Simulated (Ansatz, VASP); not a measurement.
**HfB3N in VASP and in Ansatz**

```xyz
5
Lattice="3.1439 1.8152 1.4647 -3.1439 1.8152 1.4647 0.0000 -3.6303 1.4647" Properties=species:S:1:pos:R:3 pbc="T T T"
Hf    0.0000    0.0000    0.0000
B    -0.7635    1.3224    2.1970
B    -0.7635   -1.3224    2.1970
B     1.5269    0.0000    2.1970
N     0.0000    0.0000    2.1970
```

Alike in both runs: task single point; functional PBE; k mesh 12 × 12 × 12; occupations tetrahedron; no spin polarisation.

```csv
,VASP,Ansatz
version,VASP 6.6.1,Ansatz 0.2.0
potentials or method,"VASP PAW PBE potentials, release 64 (Hf_pv, B, N), cutoff 600 eV","scalar-relativistic, plane waves, PAW"
valence electrons in the cell,24,40
```

|  | VASP | Ansatz | Ansatz less VASP |
| --- | --- | --- | --- |
| gap on the k mesh at the Fermi level (eV) | none | none | - |
| pressure (GPa) | -0.8 | 0.0 | +0.78 |
| traceless stress, the component that is largest in VASP (GPa) | -0.81 | 0.01 | +0.812 |
| rms of the force components (eV/Å) | 0.010 | 0.002 | -0.0084 |

Atom by atom the forces differ by 0.008 eV/Å (rms over components). A gap of «none» marks a metal or a gap that the smearing closes. VASP's potentials hold 24 valence electrons a cell and Ansatz's 40, so a difference there can come from the potentials and not from the codes. Ansatz's warnings: band table not solved further, tetrahedron derivatives may miss energy slope.

Spin-orbit coupling is off throughout.
